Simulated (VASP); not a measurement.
A run of VASP 6.6.1 is set up as follows.

File INCAR:

```
SYSTEM = TiH4
PREC = Accurate
ENCUT = 520
EDIFF = 1E-6
ISMEAR = 0
SIGMA = 0.1
LREAL = .False.
LASPH = .True.
NELM = 100
ALGO = Normal
ISIF = 2
LWAVE = .False.
LCHARG = .False.
GGA = PE
NBANDS = 16
```

Contents of KPOINTS:

```
Automatic mesh
0
Gamma
  12 12 10
  0 0 0
```

File POSCAR:

```
TiH4
1.0
    2.9207689255      0.0000000000      0.0000000000
   -1.4603844628      2.5294600881      0.0000000000
    0.0000000000      0.0000000000      4.1716830156
Ti H
1 4
Direct
    0.0000000000      0.0000000000      0.0000000000
    0.3333333333      0.6666666667      0.2444843629
    0.3333333333      0.6666666667      0.7555156371
    0.6666666667      0.3333333333      0.2444843629
    0.6666666667      0.3333333333      0.7555156371
```

Potentials or basis: VASP PAW PBE potentials, release 64 (Ti_sv, H).

Run with:

```console
$ cat potpaw_PBE.64/Ti_sv/POTCAR potpaw_PBE.64/H/POTCAR > POTCAR
$ mpirun -np 1 vasp_std > vasp.out
```

Problem. Estimate the band gap on the k mesh.

Solution. Zero (band 8 reaches 6.00 eV, above the bottom of band 9 at 5.24 eV).

Problem. Predict the largest force.

Solution. 0.005 eV/Å.

Problem. Estimate the pressure.

Solution. -0.1 GPa.

Forces on the atoms (eV/Å):
```
Ti   0.000  0.000  0.000
H    0.000  0.000  0.005
H    0.000  0.000 -0.005
H    0.000  0.000  0.005
H    0.000  0.000 -0.005
```
